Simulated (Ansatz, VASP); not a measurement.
One calculation of As, two programs

File INCAR:

```
PREC     = Accurate       # precision mode
ENCUT    = 520            # plane-wave cutoff, eV
EDIFF    = 1E-6           # SCF threshold, eV
ISMEAR   = 0              # smearing method
SIGMA    = 0.1            # smearing width, eV
LREAL    = False          # projectors in reciprocal space
LASPH    = True           # aspherical terms in the spheres
NELM     = 100            # most SCF steps
ALGO     = Normal         # electronic algorithm
ISIF     = 2              # what is computed and relaxed
LWAVE    = False          # write WAVECAR
LCHARG   = False          # write CHGCAR
GGA      = PE             # functional
NBANDS   = 12             # bands
```

File KPOINTS:

```
regular mesh
0
Gamma
  12 12 12
```

POSCAR

```
As
1.0
    2.0126640428      1.0550476268      3.5450552132
   -1.9185311877      1.0406487459      3.4987757816
    0.0345966310     -2.2602944321      3.5731621289
As
2
Direct
    0.2134200177      0.2353005932      0.2214946693
    0.7865799823      0.7646994068      0.7785053307
```

Input for Ansatz:

```yaml
crystal:
  lattice:
    - [2.0126640428, 1.0550476268, 3.5450552132]
    - [-1.9185311877, 1.0406487459, 3.4987757816]
    - [0.034596631, -2.2602944321, 3.5731621289]
  atoms:
    - { symbol: As, position: [0.2134200177, 0.2353005932, 0.2214946693] }
    - { symbol: As, position: [0.7865799823, 0.7646994068, 0.7785053307] }
basis:
  ecutwfc: 420
kpoints:
  mp_grid: { grid: [12, 12, 12] }
hamiltonian:
  xc: pbe
scf:
  occupations: { method: gaussian, width: 0.1 }
output:
  forces: true
  stress: true
  eigenvalues: true
```

Change from the starting cell: all atoms moved at random, cell strained at random.

Alike in both runs: task single point; functional PBE; k mesh 12 × 12 × 12; occupations gaussian, width 0.1 eV; no spin polarisation.

```csv
,VASP,Ansatz
version,VASP 6.6.1,Ansatz 0.2.0
potentials or method,"VASP PAW PBE potentials, release 64 (As), cutoff 520 eV","scalar-relativistic, plane waves, PAW"
valence electrons in the cell,10,30
```

```tsv
	VASP	Ansatz	Ansatz less VASP
gap on the k mesh at the Fermi level (eV)	none	none	-
pressure (GPa)	0.3	0.1	-0.25
traceless stress, the component that is largest in VASP (GPa)	-2.70	-2.74	-0.034
rms of the force components (eV/Å)	0.377	0.350	-0.0270
```

Atom by atom the forces differ by 0.028 eV/Å (rms over components). A gap of «none» marks a metal or a gap that the smearing closes. VASP's potentials hold 10 valence electrons a cell and Ansatz's 30, so a difference there can come from the potentials and not from the codes.
